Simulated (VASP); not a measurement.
WC (Qusongite): single point with PBE

The system is WC (Qusongite).

```
W C
1.0
     2.90650    0.00000    0.00000
    -1.45325    2.51710    0.00000
     0.00000    0.00000    2.83660
W C
1 1
Direct
  0.00000 0.00000 0.00000
  0.66667 0.33333 0.50000
```

| Quantity | Value |
| --- | --- |
| Program | VASP 6.6.1 |
| Task | single point |
| Functional | PBE |
| Potentials or basis | VASP PAW PBE potentials, release 64 (W_sv, C) |
| Cutoff | 520 eV |
| k mesh | 10 × 10 × 9 |
| Occupations | gaussian, width 0.028 eV |
| Spin | no spin polarisation |
| Dipole correction | no |
| Further INCAR settings | ALGO = Normal; EDIFF = 1e-06; NBANDS = 16 |

| Property | Result |
| --- | --- |
| Pressure | 6.7 GPa |
| Band gap on the k mesh | zero (band 9 reaches 11.73 eV, above the bottom of band 10 at 10.54 eV) |

Stress tensor (GPa, compression positive):
```
6.95 0.00 0.00
0.00 6.95 0.00
0.00 0.00 6.29
```

Levels at points of the mesh, in eV from the Fermi level:
```
           k point  band 6  band 7  band 8  band 9  band 10  band 11  band 12  band 13
(0.00, 0.00, 0.00)   -4.32   -3.34   -3.34    0.07     3.22     3.22     5.61     5.61
(0.50, 0.00, 0.00)   -7.05   -3.63   -3.58   -0.49     2.33     4.52     4.88     6.84
```

Wall time 41 s on 1 thread of AMD EPYC 7R13, with other jobs on the host, peak memory 0.13 GiB.

Caveat: spin-orbit coupling is left out, which moves the levels of the heavy elements.
